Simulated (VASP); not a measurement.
# Li (Fm-3m) in VASP: notebook

The runs below take Li through relaxation of cell and atoms, single point, with PBE.

Everything below comes from runs of VASP 6.6.1. Logs are shortened: lines on timing, memory, paths and dates and some standing lists are left out, and cuts for length are marked.

## (1) The cell of the first run

The structure is cubic, space group Fm-3m (No. 225). The conventional cell has a = 3.664 Å, b = 3.664 Å, c = 3.664 Å, α = 90.00°, β = 90.00°, γ = 90.00°. Li (site symmetry m-3m) has 12 Li at 2.59 Å within 3.4 Å.

## (2) Relaxation of cell and atoms, PBE, target pressure 16 GPa, at which the enthalpy is minimised

File INCAR:

```
PREC     = Accurate       # precision mode
ENCUT    = 600            # plane-wave cutoff, eV
EDIFF    = 1E-6           # SCF threshold, eV
ISMEAR   = -1             # smearing method
SIGMA    = 0.08           # smearing width, eV
LREAL    = False          # projectors in reciprocal space
LASPH    = True           # aspherical terms in the spheres
NELM     = 60             # most SCF steps
ALGO     = Normal         # electronic algorithm
ISIF     = 3              # what is computed and relaxed
LWAVE    = False          # write WAVECAR
LCHARG   = False          # write CHGCAR
GGA      = PE             # functional
IBRION   = 2              # ionic algorithm
NSW      = 60             # ionic steps
EDIFFG   = -0.005         # ionic threshold
PSTRESS  = 160.0
```

File KPOINTS:

```
regular mesh
0
Gamma
  18 18 18
```

File POSCAR:

```
Li
1.0
    0.0000000000      1.8319560142      1.8319560142
    1.8319560142      0.0000000000      1.8319560142
    1.8319560142      1.8319560142      0.0000000000
Li
1
Direct
    0.0000000000      0.0000000000      0.0000000000
```

Potentials or basis: VASP PAW PBE potentials, release 64 (Li_sv).

Started as:

```sh
> cat potpaw_PBE.64/Li_sv/POTCAR > POTCAR
> mpirun -np 1 vasp_std > vasp.out
```

OUTCAR:

```text
PREC = Accurate
   ENCUT = 600
   EDIFF = 1E-6
   ISMEAR = -1
   LREAL = False
   LASPH = True
   NELM = 60
   ISIF = 3
   GGA = PE
   IBRION = 2
   NSW = 60
   EDIFFG = -0.005
   PSTRESS = 160.0

 ion  position               nearest neighbor table
   1  0.000  0.000  0.000-

  LATTYP: Found a face centered cubic cell.
 ALAT       =     3.6639120284

  Lattice vectors:

 A1 = (   0.0000000000,   1.8319560142,   1.8319560142)
 A2 = (   1.8319560142,   0.0000000000,   1.8319560142)
 A3 = (   1.8319560142,   1.8319560142,   0.0000000000)

Analysis of symmetry for initial positions (statically):
=====================================================================
 Subroutine PRICEL returns:
 Original cell was already a primitive cell.

 Routine SETGRP: Setting up the symmetry group for a
 face centered cubic supercell.

 Subroutine GETGRP returns: Found 48 space group operations
 (whereof 48 operations were pure point group operations)
 out of a pool of 48 trial point group operations.

The static configuration has the point symmetry O_h .

Analysis of symmetry for dynamics (positions and initial velocities):
=====================================================================
 Subroutine PRICEL returns:
 Original cell was already a primitive cell.

 Routine SETGRP: Setting up the symmetry group for a
 face centered cubic supercell.

 Subroutine GETGRP returns: Found 48 space group operations
 (whereof 48 operations were pure point group operations)
 out of a pool of 48 trial point group operations.

The dynamic configuration has the point symmetry O_h .

 Subroutine INISYM returns: Found 48 space group operations
 (whereof 48 operations are pure point group operations),
 and found     1 'primitive' translations

----------------------------------------------------------------------------------------

                                     Primitive cell

  volume of cell :      12.2963

  direct lattice vectors                    reciprocal lattice vectors
     0.000000000  1.831956014  1.831956014    -0.272932317  0.272932317  0.272932317
     1.831956014  0.000000000  1.831956014     0.272932317 -0.272932317  0.272932317
     1.831956014  1.831956014  0.000000000     0.272932317  0.272932317 -0.272932317

  length of vectors
     2.590777041  2.590777041  2.590777041     0.472732640  0.472732640  0.472732640

  position of ions in fractional coordinates (direct lattice)
     0.000000000  0.000000000  0.000000000

  ion indices of the primitive-cell ions
   primitive index   ion index
                 1           1

----------------------------------------------------------------------------------------

 KPOINTS: regular mesh

Automatic generation of k-mesh.
 Grid dimensions read from file:
 generate k-points for:   18   18   18

 Generating k-lattice:

  Cartesian coordinates                     Fractional coordinates (reciprocal lattice)
    -0.015162907  0.015162907  0.015162907     0.055555556  0.000000000  0.000000000
     0.015162907 -0.015162907  0.015162907     0.000000000  0.055555556  0.000000000
     0.015162907  0.015162907 -0.015162907     0.000000000  0.000000000  0.055555556

  Length of vectors
     0.026262924  0.026262924  0.026262924

  Shift w.r.t. Gamma in fractional coordinates (k-lattice)
     0.000000000  0.000000000  0.000000000

 Subroutine IBZKPT returns following result:
 ===========================================

 Found    195 irreducible k-points:

 Following reciprocal coordinates:
            Coordinates               Weight
  0.000000  0.000000  0.000000      1.000000
  0.055556  0.000000  0.000000      8.000000
  0.111111  0.000000  0.000000      8.000000
  0.166667  0.000000  0.000000      8.000000
  0.222222  0.000000  0.000000      8.000000
  0.277778  0.000000  0.000000      8.000000
[... 16 lines left out ...]
 -0.277778  0.055556  0.000000     24.000000
 -0.222222  0.055556  0.000000     24.000000
 [... further k-points ...]
   k-points           NKPTS =    195   k-points in BZ     NKDIM =    195   number of bands    NBANDS=      5
   number of dos      NEDOS =    301   number of ions     NIONS =      1
   total plane-waves  NPLWV =  13824
   dimension x,y,z NGX =    24 NGY =   24 NGZ =   24
   dimension x,y,z NGXF=    48 NGYF=   48 NGZF=   48
   ions per type =               1
   NGX,Y,Z   is equivalent  to a cutoff of  15.40, 15.40, 15.40 a.u.
   NGXF,Y,Z  is equivalent  to a cutoff of  30.80, 30.80, 30.80 a.u.
 SYSTEM =  unknown system
   PREC   = accura    normal or accurate (medium, high low for compatibility)
   ISTART =      0    job   : 0-new  1-cont  2-samecut
   ICHARG =      2    charge: 1-file 2-atom 10-const
   ISPIN  =      1    spin polarized calculation?
   LNONCOLLINEAR =      F non collinear calculations
   LSORBIT =      F    spin-orbit coupling
   LASPH  =      T    aspherical Exc in radial PAW
   ENCUT  =  600.0 eV  44.10 Ry    6.64 a.u.   5.17  5.17  5.17*2*pi/ulx,y,z
   NELM   =     60;   NELMIN=  2; NELMDL= -5     # of ELM steps
   EDIFF  = 0.1E-05   stopping-criterion for ELM
   LREAL  =      F    real-space projection
   EDIFFG = -.5E-02   stopping-criterion for IOM
   NSW    =     60    number of steps for IOM
   IBRION =      2    ionic relax: 0-MD 1-quasi-New 2-CG
   NFREE  =      1    steps in history (QN), initial steepest desc. (CG)
   ISIF   =      3    stress and relaxation
   ISYM   =      2    0-nonsym 1-usesym 2-fastsym
   POTIM  = 0.5000    time-step for ionic-motion
   TEBEG  =    0.0;   TEEND  =   0.0 temperature during run
   PSTRESS=  160.0 pullay stress
   NELECT =       3.0000    total number of electrons
   NUPDOWN=      -1.0000    fix difference up-down
   EMIN   =  10.00;   EMAX   =-10.00  energy-range for DOS
   EFERMI =   0.00;   METHOD = LEGACY
   ISMEAR =    -1;   SIGMA  =   0.08  broadening in eV -4-tet -1-fermi 0-gaus
   EFERMI_NEDOS =   21; number of points for ismear=-14 and -15
   IALGO  =     38    algorithm
   IMIX   =      4    mixing-type and parameters
     AMIX     =   0.40;   BMIX     =  1.00
     AMIX_MAG =   1.60;   BMIX_MAG =  1.00
  volume/ion in A,a.u.               =      12.30        82.98
  Fermi-wavevector in a.u.,A,eV,Ry     =   1.022956  1.933106 14.237661  1.046439
  Thomas-Fermi vector in A             =   2.156663
   LORBIT       =      0    0 simple, 1 ext, 2 COOP (PROOUT), +10 PAW based schemes
   GGA     = PE    functional components
   LHFCALC =     F    Hartree Fock is set to
   AEXX    =    0.0000 exact exchange contribution
   IVDW    =     0    specifies the selected vdW correction
   LEPSILON=     F    determine dielectric tensor
   LRPA    =     F    only Hartree local field effects (RPA)
 conjugate gradient relaxation of ions
 non-spin polarized calculation
  energy-cutoff  :      600.00
  volume of cell :       12.30
 maximum number of plane-waves:       424
 NGX is ok and might be reduce to    24
   NGX = 11   NGY = 11   NGZ = 11

--------------------------------------- Ionic step        1  -------------------------------------------

 number of electron       3.0000001 magnetization

 Free energy of the ion-electron system (eV)
  ---------------------------------------------------
  ext. energy  EPLUGINS =         0.00000000
  ---------------------------------------------------
  free energy    TOTEN  =        -1.63979529 eV

  energy without entropy =       -1.63244103  energy(sigma->0) =       -1.63611816

------------------------ aborting loop because EDIFF is reached ----------------------------------------

  FORCE on cell =-STRESS in cart. coord.  units (eV):
  Direction    XX          YY          ZZ          XY          YZ          ZX
  --------------------------------------------------------------------------------------
  -------------------------------------------------------------------------------------
  Total        1.1943796      1.1943796      1.1943796      0.0000000     -0.0000000      0.0000000
  in kB      155.6244538    155.6244538    155.6244538      0.0000000     -0.0000000      0.0000000
  external PRESSURE =      -4.3755462 kB  Pullay stress =     160.0000000 kB
[... 59 lines left out ...]
  enthalpy is  TOTEN    =        -0.4119445623 eV   P V=        1.2220024476

--------------------------------------- Ionic step        3  -------------------------------------------

 number of electron       3.0000001 magnetization

 Free energy of the ion-electron system (eV)
  ---------------------------------------------------
  ext. energy  EPLUGINS =         0.00000000
  ---------------------------------------------------
  free energy    TOTEN  =        -1.63059765 eV

  energy without entropy =       -1.62326063  energy(sigma->0) =       -1.62692914

 E-fermi :   2.3900     XC(G=0):  -8.4072

 val. band max:        2.3727824196   @ k =  -0.4444   0.1111   0.0556
 cond. band min:       2.4078541089   @ k =   0.4444   0.2778   0.0000
 fundamental gap:      0.0350716893
 Fermi energy:         2.3899503563

 k-point     1 :       0.0000    0.0000    0.0000
  band No.  band energies     occupation
      1     -43.4376      2.00000
      2      -1.6669      2.00000
      3      22.8569      0.00000
      4      22.8569      0.00000
      5      22.8569      0.00000

 k-point     2 :       0.0556    0.0000    0.0000
  band No.  band energies     occupation
      1     -43.4341      2.00000
      2      -1.6060      2.00000
      3      21.8869      0.00000
      4      22.6457      0.00000
      5      22.6457      0.00000
[... 169 lines left out ...]
 k-point    24 :      -0.2222    0.0556    0.0000
  band No.  band energies     occupation
      1     -43.3801      2.00000
      2      -0.4569      2.00000
      3      14.1536      0.00000
      4      19.6811      0.00000
      5      21.9882      0.00000

 [... further k-points ...]
[... 5 lines left out ...]
  --------------------------------------------------------------------------------------
  -------------------------------------------------------------------------------------
  Total        1.2187874      1.2187874      1.2187874     -0.0000000     -0.0000000      0.0000000
  in kB      160.0197180    160.0197180    160.0197180     -0.0000000     -0.0000000      0.0000000
  external PRESSURE =       0.0197180 kB  Pullay stress =     160.0000000 kB
[... 16 lines left out ...]
  FREE ENERGIE OF THE ION-ELECTRON SYSTEM (eV)
  ---------------------------------------------------
  free  energy   TOTEN  =        -1.6305976453 eV

  energy  without entropy=       -1.6232606298  energy(sigma->0) =       -1.62692914

  enthalpy is  TOTEN    =        -0.4119603920 eV   P V=        1.2186372533

 reached required accuracy - stopping structural energy minimisation
```

It took 7.7 s on 1 thread of Intel Xeon 6975P-C (Granite Rapids), shared host; peak memory 0.13 GiB.

Results:

```
Free energy                                            : -1.6306 eV
Relaxed volume                                         : 12.20 Å³/atom
Relaxed cell                                           : a = 2.584 Å, b = 2.584 Å, c = 2.584 Å, α = 60.00°, β = 60.00°, γ = 60.00°
Space group after relaxing (to 0.05 Å)                 : Fm-3m (No. 225)
Energy change on relaxing (the enthalpy is what falls) : +9.2 meV/atom
Ionic steps                                            : 3
Pressure after relaxing                                : 16.0 GPa
```

Step by step:
| step | energy change (eV) | largest force (eV/Å) | pressure (GPa) | volume (Å³) |
| --- | --- | --- | --- | --- |
| 1 | 0.0000 | 0.0000 | 15.56 | 12.30 |
| 2 | 0.0058 | 0.0000 | 15.84 | 12.24 |
| 3 | 0.0092 | 0.0000 | 16.00 | 12.20 |

Final structure:
```
Li
1.0
     0.00000    1.82731    1.82731
     1.82731    0.00000    1.82731
     1.82731    1.82731    0.00000
Li
1
Direct
  0.00000 0.00000 0.00000
```

Levels at points of the mesh, in eV from the Fermi level:
| k point | band 1 | band 2 | band 3 | band 4 | band 5 |
| --- | --- | --- | --- | --- | --- |
| (0.00, 0.00, 0.00) | -45.83 | -4.06 | 20.47 | 20.47 | 20.47 |
| (0.50, 0.00, 0.00) | -45.71 | -0.29 | 5.08 | 17.98 | 17.98 |
| (0.50, 0.50, 0.00) | -45.67 | 1.96 | 6.88 | 11.83 | 11.83 |

Caveat: the cutoff is under 1.25 times the usual one of these potentials, so pressure, stress and relaxed cells hold a basis-set (Pulay) error; the cell is relaxed towards a set pressure, so the enthalpy falls and the energy may rise.

## (3) Relaxation of cell and atoms, PBE, target pressure 16 GPa, at which the enthalpy is minimised

This run uses another cell than the first one, of 12.24 Å³/atom, 0.996 times its volume.

File INCAR:

```
SYSTEM = Li
ALGO = Normal
EDIFF = 1E-6
EDIFFG = -0.005
ENCUT = 600
GGA = PE
IBRION = 2
ISIF = 3
ISMEAR = -1
LASPH = .TRUE.
LCHARG = .FALSE.
LREAL = .FALSE.
LWAVE = .FALSE.
NELM = 100
NSW = 32
PREC = Accurate
PSTRESS = 160.0
SIGMA = 0.08
```

File KPOINTS:

```
k-points
0
G
  18 18 18
  0 0 0
```

File POSCAR:

```
Li
1.0
    0.0000000000      1.8292871836      1.8292871836
    1.8292871836      0.0000000000      1.8292871836
    1.8292871836      1.8292871836      0.0000000000
Li
1
Direct
    0.0000000000      0.0000000000      0.0000000000
```

Potentials or basis: VASP PAW PBE potentials, release 64 (Li_sv).

Started as:

```sh
> cat potpaw_PBE.64/Li_sv/POTCAR > POTCAR
> mpirun -np 1 vasp_std > vasp.out
```

Wall time 7.4 s (1 thread of Intel Xeon 6975P-C (Granite Rapids), shared host); peak memory 0.13 GiB.

It converged, with:

```yaml
Free_energy: -1.6307 eV
Relaxed_volume: 12.20 Å³/atom
Relaxed_cell: a = 2.584 Å, b = 2.584 Å, c = 2.584 Å, α = 60.00°, β = 60.00°, γ = 60.00°
Space_group_after_relaxing_to_0.05_Å: Fm-3m (No. 225)
Energy_change_on_relaxing_the_enthalpy_is_what_falls: +3.8 meV/atom
Ionic_steps: 3
Pressure_after_relaxing: 16.0 GPa
```

Step by step:
```tsv
step	energy change (eV)	largest force (eV/Å)	pressure (GPa)	volume (Å³)
1	0.0000	0.0000	15.83	12.24
2	0.0023	0.0000	15.93	12.22
3	0.0038	0.0000	16.00	12.20
```

Final structure:
```cif
data_structure
_symmetry_space_group_name_H-M 'P 1'
_symmetry_Int_Tables_number 1
_cell_length_a 2.5843
_cell_length_b 2.5843
_cell_length_c 2.5843
_cell_angle_alpha 60.000
_cell_angle_beta 60.000
_cell_angle_gamma 60.000
_cell_volume 12.20
loop_
_atom_site_label
_atom_site_type_symbol
_atom_site_fract_x
_atom_site_fract_y
_atom_site_fract_z
_atom_site_occupancy
Li1 Li 0.00000 0.00000 0.00000 1
```

Levels at points of the mesh, in eV from the Fermi level:
```csv
k point,band 1,band 2,band 3,band 4,band 5
"(0.00, 0.00, 0.00)",-45.83,-4.06,20.46,20.46,20.46
"(0.50, 0.00, 0.00)",-45.71,-0.29,5.08,17.97,17.97
"(0.50, 0.50, 0.00)",-45.67,1.96,6.88,11.83,11.83
```

Caveat: the cutoff is under 1.25 times the usual one of these potentials, so pressure, stress and relaxed cells hold a basis-set (Pulay) error; the cell is relaxed towards a set pressure, so the enthalpy falls and the energy may rise.

## (4) Relaxation of cell and atoms, PBE

This run uses another cell than the first one, of 20.19 Å³/atom, 1.642 times its volume.

File INCAR:

```
SYSTEM = Li
PREC     = Accurate       ! precision mode
ENCUT    = 600            ! plane-wave cutoff, eV
EDIFF    = 1E-6           ! SCF threshold, eV
ISMEAR   = -1             ! smearing method
SIGMA    = 0.08           ! smearing width, eV
LREAL    = .FALSE.        ! projectors in reciprocal space
LASPH    = .TRUE.         ! aspherical terms in the spheres
NELM     = 80             ! most SCF steps
ALGO     = Normal         ! electronic algorithm
ISIF     = 3              ! what is computed and relaxed
LWAVE    = .FALSE.        ! write WAVECAR
LCHARG   = .FALSE.        ! write CHGCAR
GGA      = PE             ! functional
IBRION   = 2              ! ionic algorithm
NSW      = 60             ! ionic steps
EDIFFG   = -0.005         ! ionic threshold
```

File KPOINTS:

```
regular mesh
0
G
  16 16 16
  0 0 0
```

File POSCAR:

```
Li
1.0
    0.0000000000      2.1612712567      2.1612712567
    2.1612712567      0.0000000000      2.1612712567
    2.1612712567      2.1612712567      0.0000000000
Li
1
Direct
    0.0000000000      0.0000000000      0.0000000000
```

Started as:

```sh
> cat potpaw_PBE.64/Li_sv/POTCAR > POTCAR
> mpirun -np 1 vasp_std > vasp.out
```

Wall time 6.4 s (1 thread of Intel Xeon 6975P-C (Granite Rapids), shared host); peak memory 0.13 GiB.

Results (log left out):

```
Free energy                            : -1.9124 eV
Relaxed volume                         : 20.07 Å³/atom
Relaxed cell                           : a = 3.050 Å, b = 3.050 Å, c = 3.050 Å, α = 60.00°, β = 60.00°, γ = 60.00°
Space group after relaxing (to 0.05 Å) : Fm-3m (No. 225)
Energy gained by relaxing              : 0.0 meV/atom
Ionic steps                            : 3
Pressure after relaxing                : 0.0 GPa
```

Final structure:
```
Li
1.0
     0.00000    2.15701    2.15701
     2.15701    0.00000    2.15701
     2.15701    2.15701    0.00000
Li
1
Direct
  0.00000 0.00000 0.00000
```

Levels at points of the mesh, in eV from the Fermi level:
```
           k point  band 1  band 2  band 3  band 4  band 5
(0.00, 0.00, 0.00)  -46.50   -3.56   14.46   14.46   14.46
(0.50, 0.00, 0.00)  -46.48   -0.01    2.97   12.73   12.73
(0.50, 0.50, 0.00)  -46.47    1.55    4.75    8.50    8.50
```

Caveat: the cutoff is under 1.25 times the usual one of these potentials, so pressure, stress and relaxed cells hold a basis-set (Pulay) error.

(Part 1 of 2 ends here.)
